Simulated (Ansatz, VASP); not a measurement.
## Two plane-wave programs on In3Se

The input INCAR:

```
SYSTEM = In3Se
PREC = Accurate ; ENCUT = 520
EDIFF = 1E-7 ; ISMEAR = 0
SIGMA = 0.15 ; LREAL = .FALSE.
LASPH = .TRUE. ; NELM = 100
ALGO = Normal ; ISIF = 2
LWAVE = .FALSE. ; LCHARG = .FALSE.
GGA = PE ; IVDW = 12
NBANDS = 30
```

Contents of KPOINTS:

```
regular mesh
0
G
  10 10 10
  0 0 0
```

POSCAR

```
In3Se
1.0
    4.7008968791      0.0000000000      0.0000000000
    0.0000000000      4.7008968791      0.0881418165
    0.0000000000      0.0881418165      4.7008968791
In Se
3 1
Direct
    0.0000000000      0.5000000000      0.5000000000
    0.5000000000      0.0000000000      0.5000000000
    0.5000000000      0.5000000000      0.0000000000
    0.0000000000      0.0000000000      0.0000000000
```

Input for Ansatz:

```yaml
crystal:
  lattice:
    - [4.7008968689, 0.0, 0.0]
    - [0.0, 4.7008968689, 0.0881418163]
    - [0.0, 0.0881418163, 4.7008968689]
  atoms:
    - { symbol: In, position: [0.0, 0.5, 0.5] }
    - { symbol: In, position: [0.5, 0.0, 0.5] }
    - { symbol: In, position: [0.5, 0.5, 0.0] }
    - { symbol: Se, position: [0.0, 0.0, 0.0] }
basis:
  ecutwfc: 420
kpoints:
  mp_grid: { grid: [10, 10, 10] }
hamiltonian:
  xc: pbe
  dispersion: d3bj
scf:
  occupations: { method: gaussian, width: 0.15 }
output:
  forces: true
  stress: true
  eigenvalues: true
```

Change from the starting cell: strain +0.0375 x Voigt [0, 0, 0, 1, 0, 0], atoms carried along.

Alike in both runs: task single point; functional PBE; dispersion D3(BJ); k mesh 10 × 10 × 10; occupations gaussian, width 0.15 eV; no spin polarisation.

|  | VASP | Ansatz |
| --- | --- | --- |
| version | VASP 6.6.1 | Ansatz 0.2.0 |
| potentials or method | VASP PAW PBE potentials, release 64 (In_d, Se), cutoff 520 eV | scalar-relativistic, plane waves, PAW |
| valence electrons in the cell | 45 | 55 |

|  | VASP | Ansatz | Ansatz less VASP |
| --- | --- | --- | --- |
| gap on the k mesh at the Fermi level (eV) | none | none | - |
| pressure (GPa) | 0.1 | 0.1 | +0.02 |
| traceless stress, the component that is largest in VASP (GPa) | -0.37 | -0.36 | +0.001 |

A gap of «none» marks a metal or a gap that the smearing closes. VASP's potentials hold 45 valence electrons a cell and Ansatz's 55, so a difference there can come from the potentials and not from the codes.
